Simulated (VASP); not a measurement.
# C: relaxation of cell and atoms with PBE

The system is C.

```
CELL_PARAMETERS angstrom
1.95000 0.00000 0.00000
0.00000 1.95000 0.00000
0.00000 0.00000 1.95000
ATOMIC_POSITIONS crystal
C 0.00000 0.00000 0.00000
```

```json
{
 "Program": "VASP 6.6.1",
 "Task": "relaxation of cell and atoms",
 "Functional": "PBE",
 "Potentials or basis": "VASP PAW PBE potentials, release 64 (C)",
 "Cutoff": "600 eV",
 "k mesh": "11 × 11 × 11",
 "Occupations": "fermi-dirac, width 0.1 eV",
 "Spin": "no spin polarisation",
 "Dipole correction": "no",
 "Further INCAR settings": "ALGO = Normal; EDIFF = 1e-07; IBRION = 2; EDIFFG = -0.02; NSW = 80; ISIF = 3"
}
```

| Item | Value |
| --- | --- |
| Relaxed volume | 5.47 Å³/atom |
| Relaxed cell | a = 1.762 Å, b = 1.762 Å, c = 1.762 Å, α = 90.00°, β = 90.00°, γ = 90.00° |
| Space group after relaxing (to 0.05 Å) | Pm-3m (No. 221) |
| Energy gained by relaxing | 433.3 meV/atom |
| Ionic steps | 3 |
| Pressure after relaxing | 0.4 GPa |
| Band gap on the k mesh | zero (band 2 reaches 20.62 eV, above the bottom of band 3 at 9.40 eV) |

Step by step:
```tsv
step	energy change (eV)	largest force (eV/Å)	pressure (GPa)	volume (Å³)
1	0.0000	0.0000	-52.49	7.41
2	-0.3995	0.0000	30.37	5.10
3	-0.4333	0.0000	0.40	5.47
```

Final structure:
```yaml
crystal:
  lattice:
    - [1.76246, 0.00000, 0.00000]
    - [0.00000, 1.76246, 0.00000]
    - [0.00000, 0.00000, 1.76246]
  atoms:
    - { symbol: C, position: [0.00000, 0.00000, 0.00000] }
```

Levels at points of the mesh, in eV from the Fermi level:
```
           k point  band 1  band 2  band 3  band 4  band 5
(0.00, 0.00, 0.00)  -22.66    9.22    9.22    9.22   25.43
```

It took 4.4 s on 1 thread of Intel Xeon 6975P-C, with other jobs on the host, peak memory 0.11 GiB.

Caveat: the volume moved by over 15 % at a fixed basis, so the end points are rough.
